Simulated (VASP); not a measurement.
# SiC (P1) in VASP: single point with PBE

Aim: the single point of SiC with PBE.

Program: VASP 6.6.1. These are calculated values, not measurements. Logs are shortened: lines on timing, memory, paths and dates and some standing lists are left out, and cuts for length are marked.

**1. The cell of the first run**

The typed cell holds 4 atoms: a = 3.067 Å, b = 3.057 Å, c = 5.077 Å, α = 88.33°, β = 90.68°, γ = 118.83°.

**2. Single point, PBE (atoms moved at random and the cell strained at random)**

File INCAR:

```
PREC = Accurate ; ENCUT = 520
EDIFF = 1E-7 ; ISMEAR = 0
SIGMA = 0.05 ; LREAL = F
LASPH = T ; NELM = 80
ALGO = Normal ; ISIF = 2
LWAVE = F ; LCHARG = F
GGA = PE ; NBANDS = 16
```

File KPOINTS:

```
regular mesh
0
Gamma
  6 6 4
```

File POSCAR:

```
SiC
1.0
    3.0667647264      0.0343784294     -0.0183753610
   -1.5036097700      2.6607965026      0.0448864632
   -0.0301556816      0.0676481685      5.0760348588
Si C
2 2
Direct
    0.3342962010      0.6952076495      0.0166284691
    0.6588694689      0.2900770580      0.4834025545
    0.3124880253      0.6656127819      0.3933216382
    0.6943463048      0.3491025106      0.8766473381
```

Potentials or basis: VASP PAW PBE potentials, release 64 (Si, C).

Run with:

```bash
> cat potpaw_PBE.64/Si/POTCAR potpaw_PBE.64/C/POTCAR > POTCAR
> mpirun -np 1 vasp_std > vasp.out
```

OUTCAR:

```text
PREC = Accurate
   ENCUT = 520
   EDIFF = 1E-7
   ISMEAR = 0
   LREAL = F
   LASPH = T
   NELM = 80
   ISIF = 2
   GGA = PE

 ion  position               nearest neighbor table
   1  0.334  0.695  0.017-   4 1.87   4 1.88   3 1.91   4 2.01   2 2.89   2 2.98   2 3.02   2 3.11

   2  0.659  0.290  0.483-   3 1.75   3 1.82   3 1.95   4 2.01   1 2.89   1 2.98   1 3.02   1 3.11

   3  0.312  0.666  0.393-   2 1.75   2 1.82   1 1.91   2 1.95
   4  0.694  0.349  0.877-   1 1.87   1 1.88   2 2.01   1 2.01

  LATTYP: Found a triclinic cell.
 ALAT       =     3.0565822684
 B/A-ratio  =     1.0034123700
 C/A-ratio  =     1.6608665271
 COS(alpha) =     0.0117809677
 COS(beta)  =     0.0292058082
 COS(gamma) =     0.4822157562

  Lattice vectors:

 A1 = (  -1.5036097700,   2.6607965026,   0.0448864632)
 A2 = (  -3.0667647264,  -0.0343784294,   0.0183753610)
 A3 = (  -0.0301556816,   0.0676481685,   5.0760348588)

Analysis of symmetry for initial positions (statically):
=====================================================================
 Subroutine PRICEL returns:
 Original cell was already a primitive cell.

 Routine SETGRP: Setting up the symmetry group for a
 triclinic supercell.

 Subroutine GETGRP returns: Found  1 space group operations
 (whereof  1 operations were pure point group operations)
 out of a pool of  2 trial point group operations.

The static configuration has the point symmetry C_1 .

Analysis of symmetry for dynamics (positions and initial velocities):
=====================================================================
 Subroutine PRICEL returns:
 Original cell was already a primitive cell.

 Routine SETGRP: Setting up the symmetry group for a
 triclinic supercell.

 Subroutine GETGRP returns: Found  1 space group operations
 (whereof  1 operations were pure point group operations)
 out of a pool of  2 trial point group operations.

The dynamic configuration has the point symmetry C_1 .

 Subroutine INISYM returns: Found  1 space group operations
 (whereof  1 operations are pure point group operations),
 and found     1 'primitive' translations

----------------------------------------------------------------------------------------

                                     Primitive cell

  volume of cell :      41.6741

  direct lattice vectors                    reciprocal lattice vectors
     3.066764726  0.034378429 -0.018375361     0.324020756  0.183112052 -0.000515388
    -1.503609770  2.660796503  0.044886463    -0.004217232  0.373528565 -0.005003058
    -0.030155682  0.067648168  5.076034859     0.001210255 -0.002640176  0.197046539

  length of vectors
     3.067012458  3.056582268  5.076575177     0.372182401  0.373585873  0.197067942

  position of ions in fractional coordinates (direct lattice)
     0.334296201  0.695207649  0.016628469
     0.658869469  0.290077058  0.483402555
     0.312488025  0.665612782  0.393321638
     0.694346305  0.349102511  0.876647338

  ion indices of the primitive-cell ions
   primitive index   ion index
                 1           1
                 2           2
                 3           3
                 4           4

----------------------------------------------------------------------------------------

 KPOINTS: regular mesh

Automatic generation of k-mesh.
 Grid dimensions read from file:
 generate k-points for:    6    6    4

 Generating k-lattice:

  Cartesian coordinates                     Fractional coordinates (reciprocal lattice)
     0.054003459  0.030518675 -0.000085898     0.166666667 -0.000000000 -0.000000000
    -0.000702872  0.062254761 -0.000833843     0.000000000  0.166666667  0.000000000
     0.000302564 -0.000660044  0.049261635     0.000000000  0.000000000  0.250000000

  Length of vectors
     0.062030400  0.062264312  0.049266985

  Shift w.r.t. Gamma in fractional coordinates (k-lattice)
     0.000000000  0.000000000  0.000000000

 Subroutine IBZKPT returns following result:
 ===========================================

 Found     76 irreducible k-points:

 Following reciprocal coordinates:
            Coordinates               Weight
  0.000000  0.000000  0.000000      1.000000
  0.166667  0.000000  0.000000      2.000000
  0.333333 -0.000000 -0.000000      2.000000
  0.500000 -0.000000 -0.000000      1.000000
 -0.000000  0.166667  0.000000      2.000000
  0.166667  0.166667 -0.000000      2.000000
[... 16 lines left out ...]
  0.333333  0.000000  0.250000      2.000000
  0.500000 -0.000000  0.250000      2.000000
 [... further k-points ...]
   k-points           NKPTS =     76   k-points in BZ     NKDIM =     76   number of bands    NBANDS=     16
   number of dos      NEDOS =    301   number of ions     NIONS =      4
   total plane-waves  NPLWV =  23040
   dimension x,y,z NGX =    24 NGY =   24 NGZ =   40
   dimension x,y,z NGXF=    48 NGYF=   48 NGZF=   80
   ions per type =               2   2
   NGX,Y,Z   is equivalent  to a cutoff of  13.01, 13.05, 13.10 a.u.
   NGXF,Y,Z  is equivalent  to a cutoff of  26.02, 26.11, 26.20 a.u.
 SYSTEM =  unknown system
   PREC   = accura    normal or accurate (medium, high low for compatibility)
   ISTART =      0    job   : 0-new  1-cont  2-samecut
   ICHARG =      2    charge: 1-file 2-atom 10-const
   ISPIN  =      1    spin polarized calculation?
   LNONCOLLINEAR =      F non collinear calculations
   LSORBIT =      F    spin-orbit coupling
   LASPH  =      T    aspherical Exc in radial PAW
   ENCUT  =  520.0 eV  38.22 Ry    6.18 a.u.   5.70  5.68  9.44*2*pi/ulx,y,z
   NELM   =     80;   NELMIN=  2; NELMDL= -5     # of ELM steps
   EDIFF  = 0.1E-06   stopping-criterion for ELM
   LREAL  =      F    real-space projection
   EDIFFG = 0.1E-05   stopping-criterion for IOM
   NSW    =      0    number of steps for IOM
   IBRION =     -1    ionic relax: 0-MD 1-quasi-New 2-CG
   NFREE  =      0    steps in history (QN), initial steepest desc. (CG)
   ISIF   =      2    stress and relaxation
   ISYM   =      2    0-nonsym 1-usesym 2-fastsym
   POTIM  = 0.5000    time-step for ionic-motion
   TEBEG  =    0.0;   TEEND  =   0.0 temperature during run
   PSTRESS=    0.0 pullay stress
   NELECT =      16.0000    total number of electrons
   NUPDOWN=      -1.0000    fix difference up-down
   EMIN   =  10.00;   EMAX   =-10.00  energy-range for DOS
   EFERMI =   0.00;   METHOD = LEGACY
   ISMEAR =     0;   SIGMA  =   0.05  broadening in eV -4-tet -1-fermi 0-gaus
   EFERMI_NEDOS =   21; number of points for ismear=-14 and -15
   IALGO  =     38    algorithm
   IMIX   =      4    mixing-type and parameters
     AMIX     =   0.40;   BMIX     =  1.00
     AMIX_MAG =   1.60;   BMIX_MAG =  1.00
  volume/ion in A,a.u.               =      10.42        70.31
  Fermi-wavevector in a.u.,A,eV,Ry     =   1.189852  2.248494 19.262414  1.415747
  Thomas-Fermi vector in A             =   2.325950
   LORBIT       =      0    0 simple, 1 ext, 2 COOP (PROOUT), +10 PAW based schemes
   GGA     = PE    functional components
   LHFCALC =     F    Hartree Fock is set to
   AEXX    =    0.0000 exact exchange contribution
   IVDW    =     0    specifies the selected vdW correction
   LEPSILON=     F    determine dielectric tensor
   LRPA    =     F    only Hartree local field effects (RPA)
 non-spin polarized calculation
 Gauss-broadening in eV      SIGMA  =   0.05
  energy-cutoff  :      520.00
  volume of cell :       41.67
 maximum number of plane-waves:      1134
   NGX = 11   NGY = 11   NGZ = 19

 number of electron      16.0000000 magnetization

 Free energy of the ion-electron system (eV)
  ---------------------------------------------------
  ext. energy  EPLUGINS =         0.00000000
  ---------------------------------------------------
  free energy    TOTEN  =       -29.43144487 eV

  energy without entropy =      -29.43144487  energy(sigma->0) =      -29.43144487

 E-fermi :   9.2131     XC(G=0): -11.3249

 val. band max:        8.9523619526   @ k =   0.0000   0.0000   0.0000
 cond. band min:      10.3464667288   @ k =   0.5000   0.5000   0.0000
 fundamental gap:      1.3941047762
 Fermi energy:         9.2130557652

 k-point     1 :       0.0000    0.0000    0.0000
  band No.  band energies     occupation
      1      -7.4947      2.00000
      2      -3.7900      2.00000
      3      -0.3598      2.00000
      4       5.7462      2.00000
      5       7.0426      2.00000
      6       7.9252      2.00000
[... 8 lines left out ...]
     15      17.4034      0.00000
     16      18.8258      0.00000

 k-point     2 :       0.1667    0.0000    0.0000
  band No.  band energies     occupation
      1      -7.0258      2.00000
      2      -3.3890      2.00000
      3       0.0717      2.00000
      4       4.0640      2.00000
      5       6.1017      2.00000
      6       6.5099      2.00000
[... 8 lines left out ...]
     15      17.5461      0.00000
     16      18.0552      0.00000

 k-point     3 :       0.3333   -0.0000   -0.0000
  band No.  band energies     occupation
      1      -5.6860      2.00000
      2      -2.4426      2.00000
      3       0.6492      2.00000
      4       1.8331      2.00000
      5       3.6744      2.00000
      6       5.2046      2.00000
[... 8 lines left out ...]
     15      18.5574      0.00000
     16      19.7885      0.00000

 k-point     4 :       0.5000   -0.0000   -0.0000
  band No.  band energies     occupation
      1      -4.2539      2.00000
      2      -2.6708      2.00000
      3       0.3116      2.00000
      4       1.6689      2.00000
      5       2.9931      2.00000
      6       4.7474      2.00000
[... 8 lines left out ...]
     15      18.1922      0.00000
     16      20.3444      0.00000
[... 324 lines left out ...]
 k-point    22 :       0.1667    0.0000    0.2500
  band No.  band energies     occupation
      1      -6.7784      2.00000
      2      -4.2673      2.00000
      3       1.4203      2.00000
      4       4.2498      2.00000
      5       5.7419      2.00000
      6       6.2920      2.00000
[... 8 lines left out ...]
     15      17.5069      0.00000
     16      19.2140      0.00000

 k-point    23 :       0.3333    0.0000    0.2500
  band No.  band energies     occupation
      1      -5.4593      2.00000
      2      -3.0991      2.00000
      3       0.7212      2.00000
      4       2.7253      2.00000
      5       3.2990      2.00000
      6       5.3433      2.00000
[... 8 lines left out ...]
     15      18.9837      0.00000
     16      20.2224      0.00000

 k-point    24 :       0.5000   -0.0000    0.2500
  band No.  band energies     occupation
      1      -4.0977      2.00000
      2      -2.5770      2.00000
      3      -0.3935      2.00000
      4       0.8676      2.00000
      5       4.2551      2.00000
      6       4.9736      2.00000
[... 8 lines left out ...]
     15      19.8804      0.00000
     16      21.0869      0.00000

 [... further k-points ...]
[... 5 lines left out ...]
  --------------------------------------------------------------------------------------
  -------------------------------------------------------------------------------------
  Total        0.9690303      2.7832263     -0.8056025      0.5449277     -0.5353574      0.3925025
  in kB       37.2547944    107.0023505    -30.9717411     20.9499820    -20.5820481     15.0899301
  external PRESSURE =      37.7618013 kB  Pullay stress =       0.0000000 kB

 VOLUME and BASIS-vectors are now :
 -----------------------------------------------------------------------------
  energy-cutoff  :      520.00
  volume of cell :       41.67
      direct lattice vectors                 reciprocal lattice vectors
     3.066764726  0.034378429 -0.018375361     0.324020756  0.183112052 -0.000515388
    -1.503609770  2.660796503  0.044886463    -0.004217232  0.373528565 -0.005003058
    -0.030155682  0.067648168  5.076034859     0.001210255 -0.002640176  0.197046539

 POSITION                                       TOTAL-FORCE (eV/Angst)
 -----------------------------------------------------------------------------------
     -0.02061      1.86242      0.10947         1.224821     -0.702861     -2.009387
      1.56986      0.82719      2.45468        -1.418096      2.767849      3.535524
     -0.05436      1.80841      2.02065         1.436182     -2.121091     -2.132064
      1.57805      1.01206      4.45280        -1.242908      0.056104      0.605928
 -----------------------------------------------------------------------------------
    total drift:                               -0.000012     -0.000013      0.000196

  FREE ENERGIE OF THE ION-ELECTRON SYSTEM (eV)
  ---------------------------------------------------
  free  energy   TOTEN  =       -29.4314448665 eV

  energy  without entropy=      -29.4314448665  energy(sigma->0) =      -29.43144487
```

It took 16 s on 1 thread of Intel Xeon 6975P-C (Granite Rapids), shared host; peak memory 0.17 GiB.

Results:

| Quantity | Value |
| --- | --- |
| Free energy | -29.4314 eV |
| Pressure | 3.8 GPa |
| Largest force | 4.709 eV/Å |
| Band gap on the k mesh | 1.39 eV, indirect (least direct gap 3.44 eV) |

Forces in eV/Å, atoms in the order of the input:
```
Si   1.225 -0.703 -2.009
Si  -1.418  2.768  3.536
C    1.436 -2.121 -2.132
C   -1.243  0.056  0.606
```

Caveat: the cell differs from its parent crystal (atoms moved at random and the cell strained at random); forces of over 1 eV/Å act on the atoms, so gaps and moduli don't describe the material at rest.
